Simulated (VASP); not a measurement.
Set up this calculation in VASP 6.6.1, as the native input.

```yaml
Task: single point
Functional: PBEsol
Potentials_or_basis: VASP PAW PBE potentials, release 64 (Cu, I)
Cutoff: 520 eV
k_mesh: 6 × 6 × 6
Occupations: gaussian, width 0.01 eV
Spin: no spin polarisation
Dipole_correction: no
Further_INCAR_settings: ALGO = Normal; EDIFF = 1e-06; NBANDS = 16
```

The structure of CuI (Marshite) lies in POSCAR:

```
CuI
1.0
    2.9398452882      2.9398452882      0.0000000000
   -2.9398452882      2.9398452882      0.0000000000
    0.0000000000      2.9398452882      2.9873579394
Cu I
1 1
Direct
    0.7500000000      0.2500000000      0.5000000000
    0.0000000000      0.0000000000      0.0000000000
```

This cell differs from its parent crystal: in-plane strain -0.01.

These files were run (other wordings do the same):

INCAR

```
SYSTEM = CuI
PREC     = Accurate       ! precision mode
ENCUT    = 520            ! plane-wave cutoff, eV
EDIFF    = 1E-6           ! SCF threshold, eV
ISMEAR   = 0              ! smearing method
SIGMA    = 0.01           ! smearing width, eV
LREAL    = .FALSE.        ! projectors in reciprocal space
LASPH    = .TRUE.         ! aspherical terms in the spheres
NELM     = 80             ! most SCF steps
ALGO     = Normal         ! electronic algorithm
ISIF     = 2              ! what is computed and relaxed
LWAVE    = .FALSE.        ! write WAVECAR
LCHARG   = .TRUE.         ! write CHGCAR
GGA      = PS             ! functional
LELF     = .TRUE.         ! ELF
LVHAR    = .TRUE.       
NBANDS   = 16             ! bands
```

KPOINTS

```
regular mesh
0
G
  6 6 6
  0 0 0
```

Potentials or basis: VASP PAW PBE potentials, release 64 (Cu, I).

Run with:

```sh
$ cat potpaw_PBE.64/Cu/POTCAR potpaw_PBE.64/I/POTCAR > POTCAR
$ mpirun -np 1 vasp_std > vasp.out
```

Results of the run:

The pressure is 1.2 GPa and the band gap on the k mesh is 1.23 eV, direct.

Caveat: the cell differs from its parent crystal (in-plane strain -0.01); the PAW data sets were made with another functional, which shifts forces and pressure a little; spin-orbit coupling is left out, which moves the levels of the heavy elements.

It took 10 s on 1 thread of Intel(R) Xeon(R) 6975P-C (Granite Rapids), with other jobs on the host, peak memory 0.18 GiB.
